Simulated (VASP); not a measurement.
A run of VASP 6.6.1 is set up as follows.

Contents of INCAR:

```
SYSTEM = Ga4As3P
  PREC = Accurate
  ENCUT = 520
  EDIFF = 1E-7
  ISMEAR = 0
  SIGMA = 0.1
  LREAL = .False.
  LASPH = .True.
  NELM = 100
  ALGO = Normal
  ISIF = 2
  LWAVE = .False.
  LCHARG = .False.
  GGA = PE
  NBANDS = 46
```

File KPOINTS:

```
Automatic mesh
0
Gamma
  4 4 2
  0 0 0
```

POSCAR

```
Ga4As3P
1.0
    3.8849205900      0.0000000000      0.0000000000
    0.0000000000      3.8849205900      0.0000000000
    0.0000000000      0.0000000000     10.9882147800
Ga P As
4 1 3
Direct
    0.5000000000      0.0000000000      0.8750000000
    0.0000000000      0.5000000000      0.1250000000
    0.5000000000      0.0000000000      0.3750000000
    0.0000000000      0.5000000000      0.6250000000
    0.5000000000      0.5000000000      0.0000000000
    0.0000000000      0.0000000000      0.2500000000
    0.5000000000      0.5000000000      0.5000000000
    0.0000000000      0.0000000000      0.7500000000
```

Potentials or basis: VASP PAW PBE potentials, release 64 (Ga_d, P, As).

Command:

```console
$ cat potpaw_PBE.64/Ga_d/POTCAR potpaw_PBE.64/P/POTCAR potpaw_PBE.64/As/POTCAR > POTCAR
$ mpirun -np 1 vasp_std > vasp.out
```

(1) Estimate the largest force.

(2) Predict the band gap on the k mesh.

## Answers

(1) 0.850 eV/Å.

(2) 1.29 eV.
